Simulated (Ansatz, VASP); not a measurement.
# One calculation of B5W2, two programs

```
B W
1.0
     1.55090    0.89541    7.10478
    -1.55090    0.89541    7.10478
     0.00000   -1.79082    7.10478
B W
5 2
Direct
  0.18530 0.18530 0.18530
  0.81470 0.81470 0.81470
  0.33123 0.33123 0.33123
  0.66877 0.66877 0.66877
  0.50000 0.50000 0.50000
  0.07589 0.07589 0.07589
  0.92411 0.92411 0.92411
```

Alike in both runs: functional PBE; k mesh 6 × 6 × 6; occupations gaussian, width 0.1 eV; no spin polarisation.

Ansatz relaxed the structure, and its values are those at the end. VASP's run is a single point on that final structure, the one shown.

|  | VASP | Ansatz |
| --- | --- | --- |
| version | VASP 6.6.1 | Ansatz 0.2.0 |
| potentials or method | VASP PAW PBE potentials, release 64 (B, W_sv), cutoff 520 eV | scalar-relativistic, plane waves, PAW |
| valence electrons in the cell | 43 | 43 |

|  | VASP | Ansatz | Ansatz less VASP |
| --- | --- | --- | --- |
| gap on the k mesh at the Fermi level (eV) | none | none | - |
| pressure (GPa) | 0.6 | 0.1 | -0.47 |

A gap of «none» marks a metal or a gap that the smearing closes. With one functional, cell and mesh, what is left measures potentials, basis and numerics.

The k mesh is coarse, so the values compare programs but aren't converged. Spin-orbit coupling is off throughout.
